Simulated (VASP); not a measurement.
# Al (Pm-3n) in VASP: further runs

Runs on Al. Level: revPBE. Tasks: single point, relaxation of cell and atoms.

Program: VASP 6.6.1. These are calculated values, not measurements. Logs are shortened: lines on timing, memory, paths and dates and some standing lists are left out, and cuts for length are marked.

### Step 1. The cell of the first run

It takes space group Pm-3n (No. 223, cubic). Conventional cell: a = 5.161 Å, b = 5.161 Å, c = 5.161 Å, α = 90.00°, β = 90.00°, γ = 90.00°. Al (site symmetry m-3) has 12 Al at 2.88 Å within 3.8 Å. Al (site symmetry -4m2) has 14 Al at 2.58 to 3.16 Å within 3.4 Å.

### Step 2. Single point, revPBE

Input file INCAR:

```
PREC = Accurate
ENCUT = 520
EDIFF = 1E-7
ISMEAR = -1
SIGMA = 0.1
LREAL = False
LASPH = True
NELM = 60
ALGO = Normal
ISIF = 2
LWAVE = False
LCHARG = False
GGA = RE
NBANDS = 22
```

Input file KPOINTS:

```
regular mesh
0
Gamma
  5 5 5
```

Input file POSCAR:

```
Al
1.0
    5.1607381632      0.0000000000      0.0000000000
    0.0000000000      5.1607381632      0.0000000000
    0.0000000000      0.0000000000      5.1607381632
Al
8
Direct
    1.0000000000      1.0000000000      0.0000000000
    0.5000000000      0.5000000000      0.5000000000
    0.2500000000      1.0000000000      0.5000000000
    0.7500000000      1.0000000000      0.5000000000
    0.5000000000      0.2500000000      0.0000000000
    0.5000000000      0.7500000000      0.0000000000
    0.0000000000      0.5000000000      0.2500000000
    0.0000000000      0.5000000000      0.7500000000
```

Potentials or basis: VASP PAW PBE potentials, release 64 (Al).

Run with:

```console
cat potpaw_PBE.64/Al/POTCAR > POTCAR
mpirun -np 1 vasp_std > vasp.out
```

OUTCAR:

```text
PREC = Accurate
   ENCUT = 520
   EDIFF = 1E-7
   ISMEAR = -1
   LREAL = False
   LASPH = True
   NELM = 60
   ISIF = 2
   GGA = RE

 ion  position               nearest neighbor table
   1  0.000  0.000  0.000-   3 2.88   4 2.88   5 2.88   6 2.88   7 2.88   8 2.88   3 2.88   4 2.88
                             7 2.88   8 2.88   5 2.88   6 2.88
   2  0.500  0.500  0.500-   3 2.88   4 2.88   5 2.88   6 2.88   7 2.88   8 2.88   5 2.88   6 2.88
                             3 2.88   4 2.88   7 2.88   8 2.88
   3  0.250  0.000  0.500-   4 2.58   4 2.58   1 2.88   1 2.88   2 2.88   2 2.88   8 3.16   5 3.16
                             5 3.16   6 3.16   6 3.16   7 3.16   8 3.16   7 3.16
   4  0.750  0.000  0.500-   3 2.58   3 2.58   1 2.88   1 2.88   2 2.88   2 2.88   8 3.16   5 3.16
                             5 3.16   6 3.16   6 3.16   7 3.16   8 3.16   7 3.16
   5  0.500  0.250  0.000-   6 2.58   6 2.58   1 2.88   2 2.88   2 2.88   1 2.88   8 3.16   4 3.16
                             3 3.16   4 3.16   3 3.16   7 3.16   7 3.16   8 3.16
   6  0.500  0.750  0.000-   5 2.58   5 2.58   1 2.88   2 2.88   2 2.88   1 2.88   8 3.16   4 3.16
                             3 3.16   4 3.16   3 3.16   7 3.16   7 3.16   8 3.16
   7  0.000  0.500  0.250-   8 2.58   8 2.58   1 2.88   2 2.88   1 2.88   2 2.88   3 3.16   4 3.16
                             5 3.16   3 3.16   4 3.16   6 3.16   5 3.16   6 3.16
   8  0.000  0.500  0.750-   7 2.58   7 2.58   1 2.88   2 2.88   1 2.88   2 2.88   3 3.16   4 3.16
                             5 3.16   3 3.16   4 3.16   6 3.16   5 3.16   6 3.16

  LATTYP: Found a simple cubic cell.
 ALAT       =     5.1607381632

  Lattice vectors:

 A1 = (   5.1607381632,   0.0000000000,   0.0000000000)
 A2 = (   0.0000000000,   5.1607381632,   0.0000000000)
 A3 = (   0.0000000000,   0.0000000000,   5.1607381632)

Analysis of symmetry for initial positions (statically):
=====================================================================
 Subroutine PRICEL returns:
 Original cell was already a primitive cell.

 Routine SETGRP: Setting up the symmetry group for a
 simple cubic supercell.

 Subroutine GETGRP returns: Found 48 space group operations
 (whereof 24 operations were pure point group operations)
 out of a pool of 48 trial point group operations.

The static configuration has the point symmetry T_h .
 The point group associated with its full space group is O_h .

Analysis of symmetry for dynamics (positions and initial velocities):
=====================================================================
 Subroutine PRICEL returns:
 Original cell was already a primitive cell.

[... 112 lines left out ...]
   ISYM   =      2    0-nonsym 1-usesym 2-fastsym
   POTIM  = 0.5000    time-step for ionic-motion
   TEBEG  =    0.0;   TEEND  =   0.0 temperature during run
   PSTRESS=    0.0 pullay stress
   NELECT =      24.0000    total number of electrons
   NUPDOWN=      -1.0000    fix difference up-down
   EMIN   =  10.00;   EMAX   =-10.00  energy-range for DOS
   EFERMI =   0.00;   METHOD = LEGACY
   ISMEAR =    -1;   SIGMA  =   0.10  broadening in eV -4-tet -1-fermi 0-gaus
   EFERMI_NEDOS =   21; number of points for ismear=-14 and -15
   IALGO  =     38    algorithm
   IMIX   =      4    mixing-type and parameters
     AMIX     =   0.40;   BMIX     =  1.00
     AMIX_MAG =   1.60;   BMIX_MAG =  1.00
  volume/ion in A,a.u.               =      17.18       115.94
  Fermi-wavevector in a.u.,A,eV,Ry     =   0.915026  1.729148 11.391784  0.837273
  Thomas-Fermi vector in A             =   2.039720
   LORBIT       =      0    0 simple, 1 ext, 2 COOP (PROOUT), +10 PAW based schemes
   GGA     = RE    functional components
   LHFCALC =     F    Hartree Fock is set to
   AEXX    =    0.0000 exact exchange contribution
   IVDW    =     0    specifies the selected vdW correction
   LEPSILON=     F    determine dielectric tensor
   LRPA    =     F    only Hartree local field effects (RPA)
 non-spin polarized calculation
  energy-cutoff  :      520.00
  volume of cell :      137.45
 maximum number of plane-waves:      3743
 NGX is ok and might be reduce to    40
   NGX = 19   NGY = 19   NGZ = 19

 number of electron      24.0000000 magnetization

 Free energy of the ion-electron system (eV)
  ---------------------------------------------------
  ext. energy  EPLUGINS =         0.00000000
  ---------------------------------------------------
  free energy    TOTEN  =       -27.80040790 eV

  energy without entropy =      -27.65292475  energy(sigma->0) =      -27.72666632

 E-fermi :   7.7840     XC(G=0): -10.0027

 val. band max:        7.7734718946   @ k =   0.4000   0.2000   0.2000
 cond. band min:       7.7998987437   @ k =   0.2000   0.2000   0.2000
 fundamental gap:      0.0264268491
 Fermi energy:         7.7839623730

 k-point     1 :       0.0000    0.0000    0.0000
  band No.  band energies     occupation
      1      -3.2088      2.00000
      2       2.0225      2.00000
      3       2.0285      2.00000
      4       2.0285      2.00000
      5       2.4605      2.00000
      6       2.4605      2.00000
[... 239 lines left out ...]
     21      12.0180      0.00000
     22      12.1678      0.00000

------------------------ aborting loop because EDIFF is reached ----------------------------------------

  FORCE on cell =-STRESS in cart. coord.  units (eV):
  Direction    XX          YY          ZZ          XY          YZ          ZX
  --------------------------------------------------------------------------------------
  -------------------------------------------------------------------------------------
  Total       -0.1332053     -0.1332053     -0.1332053      0.0000000      0.0000000     -0.0000000
  in kB       -1.5527329     -1.5527329     -1.5527329      0.0000000      0.0000000     -0.0000000
  external PRESSURE =      -1.5527329 kB  Pullay stress =       0.0000000 kB

 VOLUME and BASIS-vectors are now :
 -----------------------------------------------------------------------------
  energy-cutoff  :      520.00
  volume of cell :      137.45
      direct lattice vectors                 reciprocal lattice vectors
     5.160738163  0.000000000  0.000000000     0.193770730  0.000000000  0.000000000
     0.000000000  5.160738163  0.000000000     0.000000000  0.193770730  0.000000000
     0.000000000  0.000000000  5.160738163     0.000000000  0.000000000  0.193770730

 POSITION                                       TOTAL-FORCE (eV/Angst)
 -----------------------------------------------------------------------------------
      0.00000      0.00000      0.00000        -0.000000      0.000000     -0.000000
      2.58037      2.58037      2.58037        -0.000000      0.000000     -0.000000
      1.29018      0.00000      2.58037         0.000000     -0.000000     -0.000000
      3.87055      0.00000      2.58037        -0.000000      0.000000      0.000000
      2.58037      1.29018      0.00000         0.000000      0.000000     -0.000000
      2.58037      3.87055      0.00000        -0.000000      0.000000      0.000000
      0.00000      2.58037      1.29018        -0.000000     -0.000000     -0.000000
      0.00000      2.58037      3.87055        -0.000000      0.000000     -0.000000
 -----------------------------------------------------------------------------------
    total drift:                               -0.000000      0.000000     -0.000000

  FREE ENERGIE OF THE ION-ELECTRON SYSTEM (eV)
  ---------------------------------------------------
  free  energy   TOTEN  =       -27.8004079008 eV

  energy  without entropy=      -27.6529247474  energy(sigma->0) =      -27.72666632
```

OSZICAR:

```text
N       E                     dE             d eps       ncg     rms          rms(c)
DAV:   1     0.221576250351E+02    0.22158E+02   -0.83307E+03   440   0.854E+02
DAV:   2    -0.262949552625E+02   -0.48453E+02   -0.46432E+02   558   0.114E+02
DAV:   3    -0.279755833118E+02   -0.16806E+01   -0.16452E+01   558   0.177E+01
DAV:   4    -0.279926048432E+02   -0.17022E-01   -0.16984E-01   512   0.209E+00
DAV:   5    -0.279928009770E+02   -0.19613E-03   -0.19613E-03   544   0.244E-01    0.485E+00
DAV:   6    -0.278816488814E+02    0.11115E+00   -0.14080E-02   506   0.653E-01    0.282E+00
DAV:   7    -0.278011730219E+02    0.80476E-01   -0.37729E-02   488   0.102E+00    0.379E-01
DAV:   8    -0.278005154321E+02    0.65759E-03   -0.15541E-03   532   0.181E-01    0.780E-02
DAV:   9    -0.278004020789E+02    0.11335E-03   -0.14888E-04   526   0.540E-02    0.602E-02
DAV:  10    -0.278004079678E+02   -0.58889E-05   -0.82943E-06   550   0.144E-02    0.123E-02
DAV:  11    -0.278004079008E+02    0.66981E-07   -0.15403E-07   444   0.216E-03
   1 F= -.27800408E+02 E0= -.27726666E+02  d E =-.147483E+00
```

stdout:

```text
POSCAR found type information on POSCAR Al
 POSCAR found :  1 types and       8 ions
 scaLAPACK will be used
 -----------------------------------------------------------------------------
|                                                                             |
|                                                                             |
|     You enforced a specific xc type in the INCAR file but a different       |
|     I HOPE YOU KNOW WHAT YOU ARE DOING!                                     |
|                                                                             |
 -----------------------------------------------------------------------------

 LDA part: xc-table for (Slater+PW92), standard interpolation
 POSCAR, INCAR and KPOINTS ok, starting setup
 FFT: planning ... GRIDC
 FFT: planning ... GRID_SOFT
 FFT: planning ... GRID
 WAVECAR not read
 entering main loop
```

Wall time 19 s (1 thread of Intel Xeon Platinum 8259CL at 2.50GHz (Skylake/Cascade Lake), shared host); peak memory 0.23 GiB.

Results:

| Item | Value |
| --- | --- |
| Free energy | -27.8004 eV |
| Pressure | -0.2 GPa |
| Band gap on the k mesh | zero (band 12 reaches 9.63 eV, above the bottom of band 13 at 7.10 eV) |

Levels at points of the mesh, in eV from the Fermi level:
```
           k point  band 9  band 10  band 11  band 12  band 13  band 14  band 15  band 16
(0.00, 0.00, 0.00)   -1.22    -0.79    -0.79    -0.79     0.13     0.13     0.13     0.49
```

Caveat: the PAW data sets were made with another functional, which shifts forces and pressure a little.

### Step 3. Single point, revPBE

Input file INCAR:

```
SYSTEM = Al
ALGO = Normal ; EDIFF = 1E-6
ENCUT = 520 ; GGA = RE
ISIF = 2 ; ISMEAR = -1
LASPH = .TRUE. ; LCHARG = .FALSE.
LREAL = .FALSE. ; LWAVE = .FALSE.
NBANDS = 22 ; NELM = 60
PREC = Accurate ; SIGMA = 0.1
```

Input file KPOINTS:

```
k-points
0
G
  7 7 7
  0 0 0
```

POSCAR is that of step 2.

Potentials or basis: VASP PAW PBE potentials, release 64 (Al).

Run with:

```console
cat potpaw_PBE.64/Al/POTCAR > POTCAR
mpirun -np 1 vasp_std > vasp.out
```

OUTCAR:

```text
SYSTEM = Al
   EDIFF = 1E-6
   ENCUT = 520
   GGA = RE
   ISIF = 2
   ISMEAR = -1
   LASPH = .TRUE.
   LREAL = .FALSE.
   NELM = 60
   PREC = Accurate

 ion  position               nearest neighbor table
   1  0.000  0.000  0.000-   3 2.88   4 2.88   5 2.88   6 2.88   7 2.88   8 2.88   3 2.88   4 2.88
                             7 2.88   8 2.88   5 2.88   6 2.88
   2  0.500  0.500  0.500-   3 2.88   4 2.88   5 2.88   6 2.88   7 2.88   8 2.88   5 2.88   6 2.88
                             3 2.88   4 2.88   7 2.88   8 2.88
   3  0.250  0.000  0.500-   4 2.58   4 2.58   1 2.88   1 2.88   2 2.88   2 2.88   8 3.16   5 3.16
                             5 3.16   6 3.16   6 3.16   7 3.16   8 3.16   7 3.16
[... 717 lines left out ...]
  in kB       -1.3823219     -1.3823219     -1.3823219     -0.0000000      0.0000000      0.0000000
  external PRESSURE =      -1.3823219 kB  Pullay stress =       0.0000000 kB

 VOLUME and BASIS-vectors are now :
 -----------------------------------------------------------------------------
  energy-cutoff  :      520.00
  volume of cell :      137.45
      direct lattice vectors                 reciprocal lattice vectors
     5.160738163  0.000000000  0.000000000     0.193770730  0.000000000  0.000000000
     0.000000000  5.160738163  0.000000000     0.000000000  0.193770730  0.000000000
     0.000000000  0.000000000  5.160738163     0.000000000  0.000000000  0.193770730

 POSITION                                       TOTAL-FORCE (eV/Angst)
 -----------------------------------------------------------------------------------
      0.00000      0.00000      0.00000         0.000000     -0.000000      0.000000
      2.58037      2.58037      2.58037         0.000000     -0.000000      0.000000
      1.29018      0.00000      2.58037        -0.000000     -0.000000      0.000000
      3.87055      0.00000      2.58037         0.000000      0.000000     -0.000000
      2.58037      1.29018      0.00000        -0.000000      0.000000      0.000000
      2.58037      3.87055      0.00000         0.000000     -0.000000     -0.000000
      0.00000      2.58037      1.29018         0.000000     -0.000000     -0.000000
      0.00000      2.58037      3.87055        -0.000000      0.000000      0.000000
 -----------------------------------------------------------------------------------
    total drift:                               -0.000000      0.000000     -0.000000

  FREE ENERGIE OF THE ION-ELECTRON SYSTEM (eV)
  ---------------------------------------------------
  free  energy   TOTEN  =       -27.8896800769 eV

  energy  without entropy=      -27.7843633066  energy(sigma->0) =      -27.83702169
```

stdout:

```text
POSCAR found type information on POSCAR Al
 POSCAR found :  1 types and       8 ions
 scaLAPACK will be used
 -----------------------------------------------------------------------------
|                                                                             |
|                                                                             |
|     You enforced a specific xc type in the INCAR file but a different       |
|     I HOPE YOU KNOW WHAT YOU ARE DOING!                                     |
|                                                                             |
 -----------------------------------------------------------------------------

 LDA part: xc-table for (Slater+PW92), standard interpolation
 POSCAR, INCAR and KPOINTS ok, starting setup
 FFT: planning ... GRIDC
 FFT: planning ... GRID_SOFT
 FFT: planning ... GRID
 WAVECAR not read
 entering main loop
```

Run time: 36 s. Hardware: 1 thread of Intel Xeon Platinum 8259CL at 2.50GHz (Skylake/Cascade Lake), shared host; peak memory 0.24 GiB.

What came out:

```
Free energy            : -27.8897 eV
Pressure               : -0.1 GPa
Band gap on the k mesh : zero (band 12 reaches 9.97 eV, above the bottom of band 13 at 6.92 eV)
```

Caveat: the PAW data sets were made with another functional, which shifts forces and pressure a little.

(Part 1 of 2 ends here.)
